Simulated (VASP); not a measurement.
# KTaO3 (Pm-3m) in VASP: notebook

The runs below take KTaO3 through single point, with r2SCAN.

Everything below comes from runs of VASP 6.6.1. Logs are shortened: lines on timing, memory, paths and dates and some standing lists are left out, and cuts for length are marked.

### Step 1. The cell of the first run

It takes space group Pm-3m (No. 221, cubic). The conventional cell has a = 3.909 Å, b = 3.909 Å, c = 3.909 Å, α = 90.00°, β = 90.00°, γ = 90.00°. Within 3.6 Å of K (site symmetry m-3m) lie 12 O at 2.76 Å and 8 Ta at 3.39 Å. Ta (site symmetry m-3m) has 6 O at 1.95 Å within 2.6 Å. O (site symmetry 4/mmm) has 2 Ta at 1.95 Å within 2.6 Å.

### Step 2. Single point, r2SCAN (11.94 Å³/atom)

The input, POSCAR:

```
KTaO3
1.0
    3.9087285897      0.0000000000      0.0000000000
    0.0000000000      3.9087285897      0.0000000000
    0.0000000000      0.0000000000      3.9087285897
K Ta O
1 1 3
Direct
    0.5000000000      0.5000000000      0.5000000000
    0.0000000000      0.0000000000      0.0000000000
    0.5000000000      0.0000000000      0.0000000000
    0.0000000000      0.5000000000      0.0000000000
    0.0000000000      0.0000000000      0.5000000000
```

The input, INCAR.step1:

```
SYSTEM = KTaO3
  PREC = Accurate
  ENCUT = 770
  ISMEAR = 0
  SIGMA = 0.02
  LREAL = .False.
  LASPH = .True.
  NELM = 120
  NBANDS = 28
  GGA = PE
  ALGO = Normal
  EDIFF = 1E-5
  LWAVE = .True.
  LCHARG = .False.
  GGA_COMPAT = .False.
```

The input, INCAR.step2:

```
SYSTEM = KTaO3
  PREC = Accurate
  ENCUT = 770
  EDIFF = 1E-6
  ISMEAR = 0
  SIGMA = 0.02
  LREAL = .False.
  LASPH = .True.
  NELM = 120
  ALGO = Normal
  ISIF = 2
  LWAVE = .False.
  LCHARG = .True.
  METAGGA = R2SCAN
  LMIXTAU = .True.
  LELF = .True.
  LVHAR = .True.
  NBANDS = 28
  ISTART = 1
  GGA_COMPAT = .False.
```

The input, KPOINTS:

```
Automatic mesh
0
Gamma
  6 6 6
  0 0 0
```

Potentials or basis: VASP PAW PBE potentials, release 64 (K_sv, Ta_sv_GW, O).

The run is started by

```bash
cat potpaw_PBE.64/K_sv/POTCAR potpaw_PBE.64/Ta_sv_GW/POTCAR potpaw_PBE.64/O/POTCAR > POTCAR
cp INCAR.step1 INCAR
mpirun -np 1 vasp_std > vasp.out
cp INCAR.step2 INCAR
mpirun -np 1 vasp_std > vasp.out
```

OUTCAR:

```text
SYSTEM = KTaO3
   PREC = Accurate
   ENCUT = 770
   EDIFF = 1E-6
   ISMEAR = 0
   LREAL = .False.
   LASPH = .True.
   NELM = 120
   ISIF = 2
   METAGGA = R2SCAN
   ISTART = 1

 ion  position               nearest neighbor table
   1  0.500  0.500  0.500-   3 2.76   4 2.76   5 2.76   3 2.76   4 2.76   3 2.76   5 2.76   3 2.76
                             4 2.76   5 2.76   4 2.76   5 2.76   2 3.39   2 3.39   2 3.39   2 3.39
   2  0.000  0.000  0.000-   3 1.95   4 1.95   5 1.95   5 1.95   4 1.95   3 1.95   1 3.39   1 3.39
                             1 3.39   1 3.39   1 3.39   1 3.39   1 3.39   1 3.39
   3  0.500  0.000  0.000-   2 1.95   2 1.95   1 2.76   1 2.76   1 2.76   1 2.76
   4  0.000  0.500  0.000-   2 1.95   2 1.95   1 2.76   1 2.76   1 2.76   1 2.76
   5  0.000  0.000  0.500-   2 1.95   2 1.95   1 2.76   1 2.76   1 2.76   1 2.76

  LATTYP: Found a simple cubic cell.
 ALAT       =     3.9087285897

  Lattice vectors:

 A1 = (   3.9087285897,   0.0000000000,   0.0000000000)
 A2 = (   0.0000000000,   3.9087285897,   0.0000000000)
 A3 = (   0.0000000000,   0.0000000000,   3.9087285897)

Analysis of symmetry for initial positions (statically):
=====================================================================
 Subroutine PRICEL returns:
 Original cell was already a primitive cell.

 Routine SETGRP: Setting up the symmetry group for a
 simple cubic supercell.

 Subroutine GETGRP returns: Found 48 space group operations
 (whereof 48 operations were pure point group operations)
 out of a pool of 48 trial point group operations.

The static configuration has the point symmetry O_h .

Analysis of symmetry for dynamics (positions and initial velocities):
=====================================================================
 Subroutine PRICEL returns:
 Original cell was already a primitive cell.

 Routine SETGRP: Setting up the symmetry group for a
 simple cubic supercell.

 Subroutine GETGRP returns: Found 48 space group operations
 (whereof 48 operations were pure point group operations)
 out of a pool of 48 trial point group operations.

The dynamic configuration has the point symmetry O_h .

 Subroutine INISYM returns: Found 48 space group operations
 (whereof 48 operations are pure point group operations),
 and found     1 'primitive' translations

----------------------------------------------------------------------------------------

                                     Primitive cell

  volume of cell :      59.7182

  direct lattice vectors                    reciprocal lattice vectors
     3.908728590  0.000000000  0.000000000     0.255837666  0.000000000  0.000000000
     0.000000000  3.908728590  0.000000000     0.000000000  0.255837666  0.000000000
     0.000000000  0.000000000  3.908728590     0.000000000  0.000000000  0.255837666

  length of vectors
     3.908728590  3.908728590  3.908728590     0.255837666  0.255837666  0.255837666

  position of ions in fractional coordinates (direct lattice)
     0.500000000  0.500000000  0.500000000
     0.000000000  0.000000000  0.000000000
     0.500000000  0.000000000  0.000000000
     0.000000000  0.500000000  0.000000000
     0.000000000  0.000000000  0.500000000

  ion indices of the primitive-cell ions
   primitive index   ion index
                 1           1
                 2           2
                 3           3
                 4           4
                 5           5

----------------------------------------------------------------------------------------

 KPOINTS: Automatic mesh

Automatic generation of k-mesh.
 Grid dimensions read from file:
 generate k-points for:    6    6    6

 Generating k-lattice:

  Cartesian coordinates                     Fractional coordinates (reciprocal lattice)
     0.042639611  0.000000000  0.000000000     0.166666667  0.000000000  0.000000000
     0.000000000  0.042639611  0.000000000     0.000000000  0.166666667  0.000000000
     0.000000000  0.000000000  0.042639611     0.000000000  0.000000000  0.166666667

  Length of vectors
     0.042639611  0.042639611  0.042639611

  Shift w.r.t. Gamma in fractional coordinates (k-lattice)
     0.000000000  0.000000000  0.000000000

 Subroutine IBZKPT returns following result:
 ===========================================

 Found     20 irreducible k-points:

 Following reciprocal coordinates:
            Coordinates               Weight
  0.000000  0.000000  0.000000      1.000000
  0.166667  0.000000  0.000000      6.000000
  0.333333  0.000000  0.000000      6.000000
  0.500000  0.000000  0.000000      3.000000
  0.166667  0.166667  0.000000     12.000000
  0.333333  0.166667  0.000000     24.000000
[... 12 lines left out ...]
  0.500000  0.500000  0.333333      6.000000
  0.500000  0.500000  0.500000      1.000000
   k-points           NKPTS =     20   k-points in BZ     NKDIM =     20   number of bands    NBANDS=     28
   number of dos      NEDOS =    301   number of ions     NIONS =      5
   total plane-waves  NPLWV =  46656
   dimension x,y,z NGX =    36 NGY =   36 NGZ =   36
   dimension x,y,z NGXF=    72 NGYF=   72 NGZF=   72
   ions per type =               1   1   3
   NGX,Y,Z   is equivalent  to a cutoff of  15.31, 15.31, 15.31 a.u.
   NGXF,Y,Z  is equivalent  to a cutoff of  30.62, 30.62, 30.62 a.u.
 SYSTEM =  KTaO3
   PREC   = accura    normal or accurate (medium, high low for compatibility)
   ISTART =      1    job   : 0-new  1-cont  2-samecut
   ICHARG =      0    charge: 1-file 2-atom 10-const
   ISPIN  =      1    spin polarized calculation?
   LNONCOLLINEAR =      F non collinear calculations
   LSORBIT =      F    spin-orbit coupling
   LASPH  =      T    aspherical Exc in radial PAW
   ENCUT  =  770.0 eV  56.59 Ry    7.52 a.u.   8.84  8.84  8.84*2*pi/ulx,y,z
   NELM   =    120;   NELMIN=  2; NELMDL=  0     # of ELM steps
   EDIFF  = 0.1E-05   stopping-criterion for ELM
   LREAL  =      F    real-space projection
   EDIFFG = 0.1E-04   stopping-criterion for IOM
   NSW    =      0    number of steps for IOM
   IBRION =     -1    ionic relax: 0-MD 1-quasi-New 2-CG
   NFREE  =      0    steps in history (QN), initial steepest desc. (CG)
   ISIF   =      2    stress and relaxation
   ISYM   =      2    0-nonsym 1-usesym 2-fastsym
   POTIM  = 0.5000    time-step for ionic-motion
   TEBEG  =    0.0;   TEEND  =   0.0 temperature during run
   PSTRESS=    0.0 pullay stress
   NELECT =      40.0000    total number of electrons
   NUPDOWN=      -1.0000    fix difference up-down
   EMIN   =  10.00;   EMAX   =-10.00  energy-range for DOS
   EFERMI =   0.00;   METHOD = LEGACY
   ISMEAR =     0;   SIGMA  =   0.02  broadening in eV -4-tet -1-fermi 0-gaus
   EFERMI_NEDOS =   21; number of points for ismear=-14 and -15
   IALGO  =     38    algorithm
   IMIX   =      4    mixing-type and parameters
     AMIX     =   0.40;   BMIX     =  1.00
     AMIX_MAG =   1.60;   BMIX_MAG =  1.00
  volume/ion in A,a.u.               =      11.94        80.60
  Fermi-wavevector in a.u.,A,eV,Ry     =   1.432384  2.706812 27.915380  2.051723
  Thomas-Fermi vector in A             =   2.552017
   LORBIT       =      0    0 simple, 1 ext, 2 COOP (PROOUT), +10 PAW based schemes
   METAGGA = R2SCAN    functional components
   LHFCALC =     F    Hartree Fock is set to
   AEXX    =    0.0000 exact exchange contribution
   IVDW    =     0    specifies the selected vdW correction
   LEPSILON=     F    determine dielectric tensor
   LRPA    =     F    only Hartree local field effects (RPA)
 non-spin polarized calculation
 Gauss-broadening in eV      SIGMA  =   0.02
  energy-cutoff  :      770.00
  volume of cell :       59.72
 maximum number of plane-waves:      2945
 NGX is ok and might be reduce to    36
   NGX = 17   NGY = 17   NGZ = 17

 number of electron      40.0000006 magnetization

 Free energy of the ion-electron system (eV)
  ---------------------------------------------------
  ext. energy  EPLUGINS =         0.00000000
  ---------------------------------------------------
  free energy    TOTEN  =       -89.63505336 eV

  energy without entropy =      -89.63505336  energy(sigma->0) =      -89.63505336

 E-fermi :   3.4399     XC(G=0): -11.9996

 val. band max:        3.3259027457   @ k =   0.5000   0.5000   0.5000
 cond. band min:       6.0962775725   @ k =   0.0000   0.0000   0.0000
 fundamental gap:      2.7703748268
 Fermi energy:         3.4398802696

 k-point     1 :       0.0000    0.0000    0.0000
  band No.  band energies     occupation
      1     -65.7928      2.00000
      2     -31.5651      2.00000
      3     -31.5651      2.00000
      4     -31.5651      2.00000
      5     -25.0632      2.00000
      6     -15.4241      2.00000
[... 20 lines left out ...]
     27      11.9727      0.00000
     28      11.9727      0.00000

 k-point     2 :       0.1667    0.0000    0.0000
  band No.  band energies     occupation
      1     -65.7925      2.00000
      2     -31.6000      2.00000
      3     -31.5638      2.00000
      4     -31.5638      2.00000
      5     -25.0534      2.00000
      6     -15.3545      2.00000
[... 20 lines left out ...]
     27      12.3576      0.00000
     28      12.6146      0.00000

 k-point     3 :       0.3333    0.0000    0.0000
  band No.  band energies     occupation
      1     -65.7920      2.00000
      2     -31.6686      2.00000
      3     -31.5613      2.00000
      4     -31.5613      2.00000
      5     -25.0340      2.00000
      6     -15.3363      2.00000
[... 20 lines left out ...]
     27      13.2042      0.00000
     28      14.5742      0.00000

 k-point     4 :       0.5000    0.0000    0.0000
  band No.  band energies     occupation
      1     -65.7917      2.00000
      2     -31.7023      2.00000
      3     -31.5601      2.00000
      4     -31.5601      2.00000
      5     -25.0244      2.00000
      6     -15.3519      2.00000
[... 454 lines left out ...]
     27      15.5150      0.00000
     28      16.1740      0.00000

 k-point    19 :       0.5000    0.5000    0.3333
  band No.  band energies     occupation
      1     -65.7900      2.00000
      2     -31.6912      2.00000
      3     -31.6912      2.00000
      4     -31.6567      2.00000
      5     -24.9922      2.00000
      6     -13.9623      2.00000
[... 20 lines left out ...]
     27      15.7231      0.00000
     28      16.0636      0.00000

 k-point    20 :       0.5000    0.5000    0.5000
  band No.  band energies     occupation
      1     -65.7897      2.00000
      2     -31.6897      2.00000
      3     -31.6897      2.00000
      4     -31.6897      2.00000
      5     -24.9872      2.00000
      6     -13.5618      2.00000
[... 20 lines left out ...]
     27      15.5573      0.00000
     28      16.4394      0.00000

------------------------ aborting loop because EDIFF is reached ----------------------------------------

  FORCE on cell =-STRESS in cart. coord.  units (eV):
  Direction    XX          YY          ZZ          XY          YZ          ZX
  --------------------------------------------------------------------------------------
  -------------------------------------------------------------------------------------
  Total        5.6799821      5.6799821      5.6799821     -0.0000000     -0.0000000      0.0000000
  in kB      152.3880831    152.3880831    152.3880831     -0.0000000     -0.0000000      0.0000000
  external PRESSURE =     152.3880831 kB  Pullay stress =       0.0000000 kB

 VOLUME and BASIS-vectors are now :
 -----------------------------------------------------------------------------
  energy-cutoff  :      770.00
  volume of cell :       59.72
      direct lattice vectors                 reciprocal lattice vectors
     3.908728590  0.000000000  0.000000000     0.255837666  0.000000000  0.000000000
     0.000000000  3.908728590  0.000000000     0.000000000  0.255837666  0.000000000
     0.000000000  0.000000000  3.908728590     0.000000000  0.000000000  0.255837666

 POSITION                                       TOTAL-FORCE (eV/Angst)
 -----------------------------------------------------------------------------------
      1.95436      1.95436      1.95436         0.000000      0.000000      0.000000
      0.00000      0.00000      0.00000         0.000000      0.000000      0.000000
      1.95436      0.00000      0.00000         0.000000      0.000000      0.000000
      0.00000      1.95436      0.00000         0.000000      0.000000      0.000000
      0.00000      0.00000      1.95436         0.000000      0.000000      0.000000
 -----------------------------------------------------------------------------------
    total drift:                                0.000000      0.000000     -0.000000

  FREE ENERGIE OF THE ION-ELECTRON SYSTEM (eV)
  ---------------------------------------------------
  free  energy   TOTEN  =       -89.6350533646 eV

  energy  without entropy=      -89.6350533646  energy(sigma->0) =      -89.63505336
```

It took 1.7 min on 1 thread of Intel Xeon Platinum 8559C (Emerald Rapids), shared host; peak memory 0.26 GiB.

Results:

- Free energy: -89.6351 eV
- Pressure: 15.2 GPa
- Band gap on the k mesh: 2.77 eV (least direct gap 3.38 eV)

Levels at points of the mesh, in eV from the valence-band top:
```csv
k point,band 18,band 19,band 20,band 21,band 22,band 23
"(0.00, 0.00, 0.00)",-0.61,-0.61,-0.61,2.77,2.77,2.77
"(0.50, 0.00, 0.00)",-1.69,-0.86,-0.86,2.95,5.89,5.89
"(0.50, 0.50, 0.00)",-1.53,-1.53,-0.05,5.93,5.93,7.35
"(0.50, 0.50, 0.50)",0.00,0.00,0.00,7.53,7.53,7.53
```

Caveat: the cell stands under pressure; the PAW data sets were made with another functional, which shifts forces and pressure a little; spin-orbit coupling is left out, which moves the levels of the heavy elements. A k mesh can miss the band edges.

### Step 3. Single point, r2SCAN (12.32 Å³/atom)

This run uses another cell than the first one, of 12.32 Å³/atom.

Changes to POSCAR since step 2:

```diff
@@ -2,5 +2,5 @@
 1.0
-    3.9087285897      0.0000000000      0.0000000000
-    0.0000000000      3.9087285897      0.0000000000
-    0.0000000000      0.0000000000      3.9087285897
+    3.9498761250      0.0000000000      0.0000000000
+    0.0000000000      3.9498761250      0.0000000000
+    0.0000000000      0.0000000000      3.9498761250
 K Ta O
```

The input, INCAR.step1:

```
  PREC = Accurate
  ENCUT = 770
  ISMEAR = 0
  SIGMA = 0.02
  LREAL = F
  LASPH = T
  NELM = 120
  NBANDS = 28
  GGA = PE
  ALGO = Normal
  EDIFF = 1E-5
  LWAVE = T
  LCHARG = F
  GGA_COMPAT = F
```

The input, INCAR.step2:

```
  PREC = Accurate
  ENCUT = 770
  EDIFF = 1E-6
  ISMEAR = 0
  SIGMA = 0.02
  LREAL = F
  LASPH = T
  NELM = 120
  ALGO = Normal
  ISIF = 2
  LWAVE = F
  LCHARG = F
  METAGGA = R2SCAN
  LMIXTAU = T
  NBANDS = 28
  ISTART = 1
  GGA_COMPAT = F
```

The input, KPOINTS:

```
Automatic mesh
0
Gamma
  6 6 6
```

Potentials or basis: VASP PAW PBE potentials, release 64 (K_sv, Ta_sv_GW, O).

The run is started by

```bash
cat potpaw_PBE.64/K_sv/POTCAR potpaw_PBE.64/Ta_sv_GW/POTCAR potpaw_PBE.64/O/POTCAR > POTCAR
cp INCAR.step1 INCAR
mpirun -np 1 vasp_std > vasp.out
cp INCAR.step2 INCAR
mpirun -np 1 vasp_std > vasp.out
```

Run time: 3.3 min. Hardware: 1 thread of Intel Xeon Platinum 8259CL at 2.50GHz (Skylake/Cascade Lake), shared host; peak memory 0.25 GiB.

It converged, with:

- Free energy: -89.7691 eV
- Pressure: 7.1 GPa
- Band gap on the k mesh: 2.69 eV (least direct gap 3.33 eV)

Levels at points of the mesh, in eV from the valence-band top:
```
           k point  band 17  band 18  band 19  band 20  band 21  band 22  band 23  band 24
(0.00, 0.00, 0.00)    -1.13    -0.64    -0.64    -0.64     2.69     2.69     2.69     7.53
(0.50, 0.00, 0.00)    -2.20    -1.61    -0.88    -0.88     2.86     5.66     5.66     7.56
(0.50, 0.50, 0.00)    -1.66    -1.49    -1.49    -0.04     5.70     5.70     7.06     8.60
(0.50, 0.50, 0.50)    -4.04     0.00     0.00     0.00     7.22     7.22     7.22     9.75
```

Caveat: the cell stands under pressure; the PAW data sets were made with another functional, which shifts forces and pressure a little; spin-orbit coupling is left out, which moves the levels of the heavy elements.
